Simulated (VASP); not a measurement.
Wanted: the native input for a VASP 6.6.1 run.

```
Task                   : single point
Functional             : PBE
Potentials or basis    : VASP PAW PBE potentials, release 64 (Mo_sv)
Cutoff                 : 520 eV
k mesh                 : 13 × 13 × 15
Occupations            : gaussian, width 0.1 eV
Spin                   : no spin polarisation
Dipole correction      : no
Further INCAR settings : ALGO = Fast; EDIFF = 1e-07; NBANDS = 13; ISYM = 0
```

The structure of Mo lies in POSCAR:

```
Mo
1.0
    2.7370203487      0.0000000000      0.0000000000
   -0.9123401162      2.5804875318      0.0000000000
    0.9123401162      1.2902437659      2.2347677567
Mo
1
Direct
    0.0000000000      0.0000000000      0.0000000000
```

The input as run:

INCAR

```
PREC = Accurate
ENCUT = 520
EDIFF = 1E-7
ISMEAR = 0
SIGMA = 0.1
LREAL = F
LASPH = T
NELM = 60
ALGO = Fast
ISIF = 2
LWAVE = F
LCHARG = F
GGA = PE
ISYM = 0
NBANDS = 13
```

KPOINTS

```
regular mesh
0
Gamma
  13 13 15
```

Potentials or basis: VASP PAW PBE potentials, release 64 (Mo_sv).

The run is started by

```bash
$ cat potpaw_PBE.64/Mo_sv/POTCAR > POTCAR
$ mpirun -np 1 vasp_std > vasp.out
```

Results of the run:

```json
{
 "Pressure": "0.3 GPa",
 "Band gap on the k mesh": "zero (bands 7 and 8 overlap by 4.93 eV)"
}
```

Wall time 4.3 min on 1 thread of Intel Xeon 8259CL, with other jobs on the host, peak memory 0.34 GiB.
